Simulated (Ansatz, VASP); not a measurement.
# TiCo: VASP beside Ansatz

```
Ti Co
1.0
     2.96739    0.00000    0.00000
     0.00000    2.96739    0.00000
     0.00000    0.00000    2.96739
Ti Co
1 1
Direct
  0.00000 0.00000 0.00000
  0.50000 0.50000 0.50000
```

Alike in both runs: task single point; functional r2SCAN; k mesh 16 × 16 × 16; occupations gaussian, width 0.05 eV; collinear spin.

|  | VASP | Ansatz |
| --- | --- | --- |
| version | VASP 6.6.1 | Ansatz 0.2.0 |
| potentials or method | VASP PAW PBE potentials, release 64 (Ti_sv, Co), cutoff 520 eV | scalar-relativistic, plane waves, PAW |
| valence electrons in the cell | 21 | 29 |

```csv
,VASP,Ansatz,Ansatz less VASP
gap on the k mesh at the Fermi level (eV),none,none,-
pressure (GPa),3.6,3.4,-0.23
net moment per atom (μB),0.44,0.44,-0.001
size of the moment on the site where the two differ most (μB),1.33,1.36,+0.028
```

VASP's potentials were made for PBE, not for r2SCAN. Site moments also hang on the region over which each program counts them. A gap of «none» marks a metal or a gap that the smearing closes. With one functional, cell and mesh, what is left measures potentials, basis and numerics. VASP's potentials hold 21 valence electrons a cell and Ansatz's 29, so a difference there can come from the potentials and not from the codes. Ansatz's warnings: stability check not made.
